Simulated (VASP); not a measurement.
# Co (Fd-3m) in VASP: notebook

Co is run at these levels: LDA; tasks: density of states.

Program: VASP 6.6.1. These are calculated values, not measurements. Logs are shortened: lines on timing, memory, paths and dates and some standing lists are left out, and cuts for length are marked.

## (1) The cell of the first run

The structure is cubic, space group Fd-3m (No. 227). The conventional cell has a = 4.152 Å, b = 4.152 Å, c = 4.152 Å, α = 90.00°, β = 90.00°, γ = 90.00°. Within 2.4 Å of Co (site symmetry -43m) lie 4 Co at 1.80 Å.

## (2) Density of states, LDA, collinear spin, ferromagnetic start (volume scaled by 0.65)

Input file POSCAR:

```
Co
1.0
    0.0000000000      2.0761828754      2.0761828754
    2.0761828754      0.0000000000      2.0761828754
    2.0761828754      2.0761828754      0.0000000000
Co
2
Direct
   -0.1250000000     -0.1250000000     -0.1250000000
    0.1250000000      0.1250000000      0.1250000000
```

Input file INCAR.step1:

```
ALGO = Normal ; EDIFF = 1E-6
ENCUT = 520 ; ISIF = 2
ISMEAR = -1 ; ISPIN = 2
LASPH = T ; LCHARG = T
LMAXMIX = 4 ; LREAL = F
LWAVE = F ; MAGMOM = 1.7 1.7
NBANDS = 20 ; NELM = 150
PREC = Accurate ; SIGMA = 0.1
```

Input file KPOINTS.step1:

```
k-points
0
Gamma
  16 16 16
```

Input file INCAR.step2:

```
ALGO = Normal ; EDIFF = 1E-6
ENCUT = 520 ; ICHARG = 11
ISIF = 2 ; ISMEAR = -5
ISPIN = 2 ; LASPH = T
LCHARG = F ; LMAXMIX = 4
LORBIT = 11 ; LREAL = F
LWAVE = F ; MAGMOM = 1.7 1.7
NBANDS = 20 ; NEDOS = 2001
NELM = 150 ; PREC = Accurate
SIGMA = 0.1
```

Input file KPOINTS.step2:

```
k-points
0
Gamma
  24 24 24
```

Potentials or basis: VASP PAW LDA potentials, release 64 (Co).

Run with:

```
$ cat potpaw_LDA.64/Co/POTCAR > POTCAR
$ cp INCAR.step1 INCAR
$ cp KPOINTS.step1 KPOINTS
$ mpirun -np 1 vasp_std > vasp.out
$ cp INCAR.step2 INCAR
$ cp KPOINTS.step2 KPOINTS
$ mpirun -np 1 vasp_std > vasp.out
```

OUTCAR:

```text
EDIFF = 1E-6
   ENCUT = 520
   ICHARG = 11
   ISIF = 2
   ISMEAR = -5
   ISPIN = 2
   LASPH = T
   LORBIT = 11
   LREAL = F
   NELM = 150
   PREC = Accurate

 ion  position               nearest neighbor table
   1  0.875  0.875  0.875-   2 1.80   2 1.80   2 1.80   2 1.80
   2  0.125  0.125  0.125-   1 1.80   1 1.80   1 1.80   1 1.80

  LATTYP: Found a face centered cubic cell.
 ALAT       =     4.1523657508

  Lattice vectors:

 A1 = (   0.0000000000,   2.0761828754,   2.0761828754)
 A2 = (   2.0761828754,   0.0000000000,   2.0761828754)
 A3 = (   2.0761828754,   2.0761828754,   0.0000000000)

Analysis of symmetry for initial positions (statically):
=====================================================================
 Subroutine PRICEL returns:
 Original cell was already a primitive cell.

 Routine SETGRP: Setting up the symmetry group for a
 face centered cubic supercell.

 Subroutine GETGRP returns: Found 48 space group operations
 (whereof 12 operations were pure point group operations)
 out of a pool of 48 trial point group operations.

The static configuration has the point symmetry D_3d.
 The point group associated with its full space group is O_h .

Analysis of symmetry for dynamics (positions and initial velocities):
=====================================================================
 Subroutine PRICEL returns:
 Original cell was already a primitive cell.

 Routine SETGRP: Setting up the symmetry group for a
 face centered cubic supercell.

 Subroutine GETGRP returns: Found 48 space group operations
 (whereof 12 operations were pure point group operations)
 out of a pool of 48 trial point group operations.

The dynamic configuration has the point symmetry D_3d.
 The point group associated with its full space group is O_h .

Analysis of structural, dynamic, and magnetic symmetry:
=====================================================================
 Subroutine PRICEL returns:
 Original cell was already a primitive cell.

 Routine SETGRP: Setting up the symmetry group for a
 face centered cubic supercell.

 Subroutine GETGRP returns: Found 48 space group operations
 (whereof 12 operations were pure point group operations)
 out of a pool of 48 trial point group operations.

The overall configuration has the point symmetry D_3d.
 The point group associated with its full space group is O_h .

 Subroutine INISYM returns: Found 48 space group operations
 (whereof 12 operations are pure point group operations),
 and found     1 'primitive' translations

----------------------------------------------------------------------------------------

                                     Primitive cell

  volume of cell :      17.8989

  direct lattice vectors                    reciprocal lattice vectors
     0.000000000  2.076182875  2.076182875    -0.240826570  0.240826570  0.240826570
     2.076182875  0.000000000  2.076182875     0.240826570 -0.240826570  0.240826570
     2.076182875  2.076182875  0.000000000     0.240826570  0.240826570 -0.240826570

  length of vectors
     2.936165980  2.936165980  2.936165980     0.417123855  0.417123855  0.417123855

  position of ions in fractional coordinates (direct lattice)
     0.875000000  0.875000000  0.875000000
     0.125000000  0.125000000  0.125000000

  ion indices of the primitive-cell ions
   primitive index   ion index
                 1           1
                 2           2

----------------------------------------------------------------------------------------

 KPOINTS: k-points

Automatic generation of k-mesh.
 Grid dimensions read from file:
 generate k-points for:   24   24   24

 Generating k-lattice:

  Cartesian coordinates                     Fractional coordinates (reciprocal lattice)
    -0.010034440  0.010034440  0.010034440     0.041666667  0.000000000  0.000000000
     0.010034440 -0.010034440  0.010034440     0.000000000  0.041666667  0.000000000
     0.010034440  0.010034440 -0.010034440     0.000000000  0.000000000  0.041666667

  Length of vectors
     0.017380161  0.017380161  0.017380161

  Shift w.r.t. Gamma in fractional coordinates (k-lattice)
     0.000000000  0.000000000  0.000000000

 TETIRR: Found   1864 inequivalent tetrahedra from    82944

 Subroutine IBZKPT returns following result:
 ===========================================

 Found    413 irreducible k-points:

 Following reciprocal coordinates:
            Coordinates               Weight
  0.000000  0.000000  0.000000      1.000000
  0.041667  0.000000  0.000000      8.000000
  0.083333  0.000000  0.000000      8.000000
  0.125000  0.000000  0.000000      8.000000
  0.166667  0.000000  0.000000      8.000000
  0.208333  0.000000  0.000000      8.000000
[... 16 lines left out ...]
  0.416667  0.041667  0.000000     24.000000
  0.458333  0.041667  0.000000     24.000000
 [... further k-points ...]
   k-points           NKPTS =    413   k-points in BZ     NKDIM =    413   number of bands    NBANDS=     20
   number of dos      NEDOS =   2001   number of ions     NIONS =      2
   total plane-waves  NPLWV =  13824
   dimension x,y,z NGX =    24 NGY =   24 NGZ =   24
   dimension x,y,z NGXF=    48 NGYF=   48 NGZF=   48
   ions per type =               2
   NGX,Y,Z   is equivalent  to a cutoff of  13.59, 13.59, 13.59 a.u.
   NGXF,Y,Z  is equivalent  to a cutoff of  27.18, 27.18, 27.18 a.u.
 SYSTEM =  unknown system
   PREC   = accura    normal or accurate (medium, high low for compatibility)
   ISTART =      0    job   : 0-new  1-cont  2-samecut
   ICHARG =     11    charge: 1-file 2-atom 10-const
   ISPIN  =      2    spin polarized calculation?
   LNONCOLLINEAR =      F non collinear calculations
   LSORBIT =      F    spin-orbit coupling
   LASPH  =      T    aspherical Exc in radial PAW
   ENCUT  =  520.0 eV  38.22 Ry    6.18 a.u.   5.46  5.46  5.46*2*pi/ulx,y,z
   NELM   =    150;   NELMIN=  2; NELMDL=  0     # of ELM steps
   EDIFF  = 0.1E-05   stopping-criterion for ELM
   LREAL  =      F    real-space projection
   EDIFFG = 0.1E-04   stopping-criterion for IOM
   NSW    =      0    number of steps for IOM
   IBRION =     -1    ionic relax: 0-MD 1-quasi-New 2-CG
   NFREE  =      0    steps in history (QN), initial steepest desc. (CG)
   ISIF   =      2    stress and relaxation
   ISYM   =      2    0-nonsym 1-usesym 2-fastsym
   POTIM  = 0.5000    time-step for ionic-motion
   TEBEG  =    0.0;   TEEND  =   0.0 temperature during run
   PSTRESS=    0.0 pullay stress
   NELECT =      18.0000    total number of electrons
   NUPDOWN=      -1.0000    fix difference up-down
   EMIN   =  10.00;   EMAX   =-10.00  energy-range for DOS
   EFERMI =   0.00;   METHOD = LEGACY
   ISMEAR =    -5;   SIGMA  =   0.10  broadening in eV -4-tet -1-fermi 0-gaus
   EFERMI_NEDOS =   21; number of points for ismear=-14 and -15
   IALGO  =     38    algorithm
   IMIX   =      4    mixing-type and parameters
     AMIX     =   0.40;   BMIX     =  1.00
     AMIX_MAG =   1.60;   BMIX_MAG =  1.00
  volume/ion in A,a.u.               =       8.95        60.39
  Fermi-wavevector in a.u.,A,eV,Ry     =   1.640175  3.099480 36.602019  2.690172
  Thomas-Fermi vector in A             =   2.730857
   LORBIT       =     11    0 simple, 1 ext, 2 COOP (PROOUT), +10 PAW based schemes
   GGA     = CA    functional components
   LHFCALC =     F    Hartree Fock is set to
   AEXX    =    0.0000 exact exchange contribution
   IVDW    =     0    specifies the selected vdW correction
   LEPSILON=     F    determine dielectric tensor
   LRPA    =     F    only Hartree local field effects (RPA)
 spin polarized calculation
 Fermi weights with tetrahedron method with Bloechl corrections
  energy-cutoff  :      520.00
  volume of cell :       17.90
 maximum number of plane-waves:       531
 NGX is ok and might be reduce to    24

 number of electron      18.0000001 magnetization      -0.0000762

 Free energy of the ion-electron system (eV)
  ---------------------------------------------------
  ext. energy  EPLUGINS =         0.00000000
  ---------------------------------------------------
  free energy    TOTEN  =       -10.26740114 eV

  energy without entropy =      -10.26740114  energy(sigma->0) =      -10.26740114

 E-fermi :  13.8459     XC(G=0): -14.5611

 val. band max:       13.8375926792   @ k =   0.4583   0.3750   0.0417
 cond. band min:      13.8405613123   @ k =  -0.3333   0.2083   0.0417
 fundamental gap:      0.0029686330
 Fermi energy:        13.8458977613

 spin component 1

 k-point     1 :       0.0000    0.0000    0.0000
  band No.  band energies     occupation
      1       3.7721      1.00000
      2       7.7515      1.00000
      3       7.7515      1.00000
      4       8.6713      1.00000
      5       8.6713      1.00000
      6       8.6713      1.00000
[... 12 lines left out ...]
     19      37.0295      0.00000
     20      38.7234      0.00000

 k-point     2 :       0.0417    0.0000    0.0000
  band No.  band energies     occupation
      1       3.8231      1.00000
      2       7.7232      1.00000
      3       7.7232      1.00000
      4       8.6734      1.00000
      5       8.7159      1.00000
      6       8.7159      1.00000
[... 12 lines left out ...]
     19      37.2956      0.00000
     20      38.4722      0.00000
[... 465 lines left out ...]
      3       7.9313      1.00000
      4       8.6370      1.00000
      5       8.8955      1.00000
      6       9.0368      1.00000
[... 12 lines left out ...]
     19      40.8541      0.00000
     20      42.1859      0.00000

 k-point    24 :       0.4583    0.0417    0.0000
  band No.  band energies     occupation
      1       7.3343      1.00000
      2       7.7034      1.00000
      3       8.0030      1.00000
      4       8.5239      1.00000
      5       8.7385      1.00000
      6       8.8345      1.00000
[... 12 lines left out ...]
     19      41.8536      0.00000
     20      42.9147      0.00000

 [... further k-points ...]

 spin component 2

 k-point     1 :       0.0000    0.0000    0.0000
  band No.  band energies     occupation
      1       3.7720      1.00000
      2       7.7515      1.00000
      3       7.7515      1.00000
      4       8.6713      1.00000
      5       8.6713      1.00000
      6       8.6713      1.00000
[... 12 lines left out ...]
     19      37.0294      0.00000
     20      38.7233      0.00000

 k-point     2 :       0.0417    0.0000    0.0000
  band No.  band energies     occupation
      1       3.8231      1.00000
      2       7.7232      1.00000
      3       7.7232      1.00000
      4       8.6733      1.00000
      5       8.7159      1.00000
      6       8.7159      1.00000
[... 12 lines left out ...]
     19      37.2955      0.00000
     20      38.4719      0.00000
[... 465 lines left out ...]
      3       7.9313      1.00000
      4       8.6370      1.00000
      5       8.8955      1.00000
      6       9.0368      1.00000
[... 12 lines left out ...]
     19      40.8541      0.00000
     20      42.1859      0.00000

 k-point    24 :       0.4583    0.0417    0.0000
  band No.  band energies     occupation
      1       7.3342      1.00000
      2       7.7034      1.00000
      3       8.0030      1.00000
      4       8.5239      1.00000
      5       8.7384      1.00000
      6       8.8345      1.00000
[... 12 lines left out ...]
     19      41.8536      0.00000
     20      42.9147      0.00000

 [... further k-points ...]
[... 5 lines left out ...]
  --------------------------------------------------------------------------------------
  -------------------------------------------------------------------------------------
  Total       18.0452561     18.0452561     18.0452561     -0.0000000      0.0000000      0.0000000
  in kB     1615.2763074   1615.2763074   1615.2763074     -0.0000000      0.0000000      0.0000000
  external PRESSURE =    1615.2763074 kB  Pullay stress =       0.0000000 kB

 VOLUME and BASIS-vectors are now :
 -----------------------------------------------------------------------------
  energy-cutoff  :      520.00
  volume of cell :       17.90
      direct lattice vectors                 reciprocal lattice vectors
     0.000000000  2.076182875  2.076182875    -0.240826570  0.240826570  0.240826570
     2.076182875  0.000000000  2.076182875     0.240826570 -0.240826570  0.240826570
     2.076182875  2.076182875  0.000000000     0.240826570  0.240826570 -0.240826570

 POSITION                                       TOTAL-FORCE (eV/Angst)
 -----------------------------------------------------------------------------------
      3.63332      3.63332      3.63332         0.000000     -0.000000      0.000000
      0.51905      0.51905      0.51905        -0.000000      0.000000      0.000000
 -----------------------------------------------------------------------------------
    total drift:                                0.000000      0.000000      0.000000

  FREE ENERGIE OF THE ION-ELECTRON SYSTEM (eV)
  ---------------------------------------------------
  free  energy   TOTEN  =       -10.2674011367 eV

  energy  without entropy=      -10.2674011367  energy(sigma->0) =      -10.26740114

 total charge

# of ion       s       p       d       tot
------------------------------------------
    1        0.759   0.806   7.920   9.485
    2        0.759   0.806   7.920   9.485
--------------------------------------------------
tot          1.518   1.611  15.841  18.970

 magnetization (x)

# of ion       s       p       d       tot
------------------------------------------
    1       -0.000  -0.000  -0.000  -0.000
    2       -0.000  -0.000  -0.000  -0.000
--------------------------------------------------
tot         -0.000  -0.000  -0.000  -0.000
```

Run time: 85 s. Hardware: 1 thread of Intel Xeon 6975P-C (Granite Rapids), shared host; peak memory 0.31 GiB.

Results:

```
Net moment : 0.00 μB per cell
```

Levels at points of the mesh, in eV from the Fermi level:
Spin up:
```csv
k point,band 5,band 6,band 7,band 8,band 9,band 10,band 11,band 12,band 13,band 14
"(0.00, 0.00, 0.00)",-5.17,-5.17,-2.10,-2.10,-2.10,0.76,0.76,18.15,18.15,18.15
"(0.50, 0.00, 0.00)",-5.35,-5.33,-2.39,-1.00,-1.00,0.22,0.22,2.98,14.84,14.84
"(0.50, 0.50, 0.00)",-2.72,-2.72,-2.59,-2.59,0.51,0.51,3.08,3.08,6.59,6.59
```
Spin down:
| k point | band 5 | band 6 | band 7 | band 8 | band 9 | band 10 | band 11 | band 12 | band 13 | band 14 |
| --- | --- | --- | --- | --- | --- | --- | --- | --- | --- | --- |
| (0.00, 0.00, 0.00) | -5.17 | -5.17 | -2.10 | -2.10 | -2.10 | 0.76 | 0.76 | 18.15 | 18.15 | 18.15 |
| (0.50, 0.00, 0.00) | -5.35 | -5.33 | -2.39 | -1.00 | -1.00 | 0.22 | 0.22 | 2.98 | 14.84 | 14.84 |
| (0.50, 0.50, 0.00) | -2.72 | -2.72 | -2.59 | -2.59 | 0.51 | 0.51 | 3.08 | 3.08 | 6.59 | 6.59 |

Caveat: the starting moments collapsed, and a magnetic state may lie lower; tetrahedron occupations give inexact forces and stress in metals.

## (3) Density of states, LDA, collinear spin, ferromagnetic start (volume scaled by 0.85)

Input file POSCAR:

```
Co
1.0
    0.0000000000      2.2703917202      2.2703917202
    2.2703917202      0.0000000000      2.2703917202
    2.2703917202      2.2703917202      0.0000000000
Co
2
Direct
   -0.1250000000     -0.1250000000     -0.1250000000
    0.1250000000      0.1250000000      0.1250000000
```

Input file INCAR.step1:

```
PREC = Accurate
ENCUT = 520
EDIFF = 1E-7
ISMEAR = -1
SIGMA = 0.1
LREAL = False
LASPH = True
NELM = 150
ALGO = Normal
ISIF = 2
LWAVE = False
LCHARG = True
ISPIN = 2
MAGMOM = 1.7 1.7
LMAXMIX = 4
NBANDS = 20
```

Input file KPOINTS.step1:

```
regular mesh
0
Gamma
  16 16 16
```

Input file INCAR.step2:

```
PREC = Accurate
ENCUT = 520
EDIFF = 1E-7
ISMEAR = -5
SIGMA = 0.1
LREAL = False
LASPH = True
NELM = 150
ALGO = Normal
ISIF = 2
LWAVE = False
LCHARG = False
ISPIN = 2
MAGMOM = 1.7 1.7
LORBIT = 11
LMAXMIX = 4
NEDOS = 1001
ICHARG = 11
```

Input file KPOINTS.step2:

```
regular mesh
0
Gamma
  24 24 24
```

Potentials or basis: VASP PAW LDA potentials, release 64 (Co).

Run with:

```
$ cat potpaw_LDA.64/Co/POTCAR > POTCAR
$ cp INCAR.step1 INCAR
$ cp KPOINTS.step1 KPOINTS
$ mpirun -np 1 vasp_std > vasp.out
$ cp INCAR.step2 INCAR
$ cp KPOINTS.step2 KPOINTS
$ mpirun -np 1 vasp_std > vasp.out
```

Wall time 80 s (1 thread of Intel Xeon 6975P-C (Granite Rapids), shared host); peak memory 0.3 GiB.

Results (log left out):

```yaml
Net_moment: 0.00 μB per cell
Valence_electrons_inside_the_program's_atomic_spheres: Co 8.79
```

Levels at points of the mesh, in eV from the Fermi level:
Spin up:
```csv
k point,band 6,band 7,band 8,band 9,band 10,band 11,band 12,band 13
"(0.00, 0.00, 0.00)",-3.85,-1.49,-1.49,-1.49,0.44,0.44,15.70,15.70
"(0.50, 0.00, 0.00)",-3.90,-1.95,-0.79,-0.79,0.12,0.12,2.03,11.75
"(0.50, 0.50, 0.00)",-2.34,-1.89,-1.89,0.34,0.34,2.35,2.35,5.55
```
Spin down:
| k point | band 6 | band 7 | band 8 | band 9 | band 10 | band 11 | band 12 | band 13 |
| --- | --- | --- | --- | --- | --- | --- | --- | --- |
| (0.00, 0.00, 0.00) | -3.85 | -1.49 | -1.49 | -1.49 | 0.44 | 0.44 | 15.70 | 15.70 |
| (0.50, 0.00, 0.00) | -3.90 | -1.95 | -0.79 | -0.79 | 0.12 | 0.12 | 2.03 | 11.75 |
| (0.50, 0.50, 0.00) | -2.34 | -1.89 | -1.89 | 0.34 | 0.34 | 2.35 | 2.35 | 5.55 |

Caveat: the starting moments collapsed, and a magnetic state may lie lower; tetrahedron occupations give inexact forces and stress in metals.
